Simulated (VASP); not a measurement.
Write the native input for VASP 6.6.1 that does the following.

```
Task                               : single point
Functional                         : HSE06
Potentials or basis                : VASP PAW PBE potentials, release 64 (Li_sv, F)
Cutoff                             : 520 eV
k mesh                             : 8 × 8 × 8
Occupations                        : gaussian, width 0.02 eV
Spin                               : no spin polarisation
Dipole correction                  : no
Grid for exact exchange (PRECFOCK) : Normal
Further INCAR settings             : ALGO = Normal; EDIFF = 1e-07; NBANDS = 12
Share of exact exchange            : 0.25
Screening parameter                : 0.2079 1/Å
```

The system is LiF.

```
Li F
1.0
     0.00000    2.03367    2.03367
     2.03367    0.00000    2.03367
     2.03367    2.03367    0.00000
Li F
1 1
Direct
  0.00000 0.00000 0.00000
  0.50000 0.50000 0.50000
```

The input as run:

POSCAR

```
LiF
1.0
    0.0000000000      2.0336720977      2.0336720977
    2.0336720977      0.0000000000      2.0336720977
    2.0336720977      2.0336720977      0.0000000000
Li F
1 1
Direct
    0.0000000000      0.0000000000      0.0000000000
    0.5000000000      0.5000000000      0.5000000000
```

INCAR.step1

```
PREC = Accurate
ENCUT = 520
EDIFF = 1E-5
ISMEAR = 0
SIGMA = 0.02
LREAL = F
LASPH = T
NELM = 80
ALGO = Normal
ISIF = 2
LWAVE = T
LCHARG = F
NBANDS = 12
GGA = PE
```

INCAR.step2

```
PREC = Accurate
ENCUT = 520
EDIFF = 1E-7
ISMEAR = 0
SIGMA = 0.02
LREAL = F
LASPH = T
NELM = 80
ALGO = Normal
ISIF = 2
LWAVE = F
LCHARG = F
GGA = PE
LHFCALC = T
HFSCREEN = 0.2079
PRECFOCK = Normal
NBANDS = 12
ISTART = 1
```

KPOINTS

```
regular mesh
0
Gamma
  8 8 8
```

Potentials or basis: VASP PAW PBE potentials, release 64 (Li_sv, F).

Launch:

```sh
$ cat potpaw_PBE.64/Li_sv/POTCAR potpaw_PBE.64/F/POTCAR > POTCAR
$ cp INCAR.step1 INCAR
$ mpirun -np 1 vasp_std > vasp.out
$ cp INCAR.step2 INCAR
$ mpirun -np 1 vasp_std > vasp.out
```

Results of the run:

The band gap on the k mesh is 11.11 eV.

Wall time 31 min on 1 thread of AMD EPYC 7R13 Processor (Zen 3) (shared host), peak memory 0.21 GiB.
